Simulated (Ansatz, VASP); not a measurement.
## NaI in VASP and in Ansatz

File INCAR:

```
SYSTEM = NaI
  ALGO = Normal
  EDIFF = 1E-6
  ENCUT = 520
  GGA = PE
  ISIF = 2
  ISMEAR = 0
  LASPH = .True.
  LCHARG = .True.
  LELF = .True.
  LREAL = .False.
  LVHAR = .True.
  LWAVE = .False.
  NBANDS = 14
  NELM = 80
  PREC = Accurate
  SIGMA = 0.02
```

Contents of KPOINTS:

```
k-points
0
Gamma
  6 6 6
  0 0 0
```

The input POSCAR:

```
NaI
1.0
    0.0000000000      3.3450135840      3.3450135840
    3.0537375840      0.0000000000      3.3450135840
    3.0537375840      3.3450135840      0.0000000000
Na I
1 1
Direct
    0.0000000000      0.0000000000      0.0000000000
    0.5000000000      0.5000000000      0.5000000000
```

Input for Ansatz:

```yaml
crystal:
  lattice:
    - [0.0, 3.345013584, 3.345013584]
    - [3.053737584, 0.0, 3.345013584]
    - [3.053737584, 3.345013584, 0.0]
  atoms:
    - { symbol: Na, position: [0.0, 0.0, 0.0] }
    - { symbol: I, position: [0.5, 0.5, 0.5] }
basis:
  ecutwfc: 420
kpoints:
  mp_grid: { grid: [6, 6, 6] }
hamiltonian:
  xc: pbe
scf:
  occupations: { method: gaussian, width: 0.02 }
output:
  forces: true
  stress: true
  eigenvalues: true
  populations: true
```

Alike in both runs: task single point; functional PBE; k mesh 6 × 6 × 6; occupations gaussian, width 0.02 eV; no spin polarisation.

|  | VASP | Ansatz |
| --- | --- | --- |
| version | VASP 6.6.1 | Ansatz 0.2.0 |
| potentials or method | VASP PAW PBE potentials, release 64 (Na_pv, I), cutoff 520 eV | scalar-relativistic, plane waves, PAW |
| valence electrons in the cell | 14 | 26 |

|  | VASP | Ansatz | Ansatz less VASP |
| --- | --- | --- | --- |
| gap on the k mesh at the Fermi level (eV) | 3.60 | 3.60 | +0.003 |
| least direct gap on the mesh (eV) | 3.60 | 3.60 | +0.003 |
| pressure (GPa) | 0.7 | 0.6 | -0.01 |
| traceless stress, the component that is largest in VASP (GPa) | 1.79 | 1.78 | -0.013 |

The functional is the same, so the differences come from potentials, cutoffs and numerics. VASP's potentials hold 14 valence electrons a cell and Ansatz's 26, so a difference there can come from the potentials and not from the codes.

Spin-orbit coupling is off throughout.
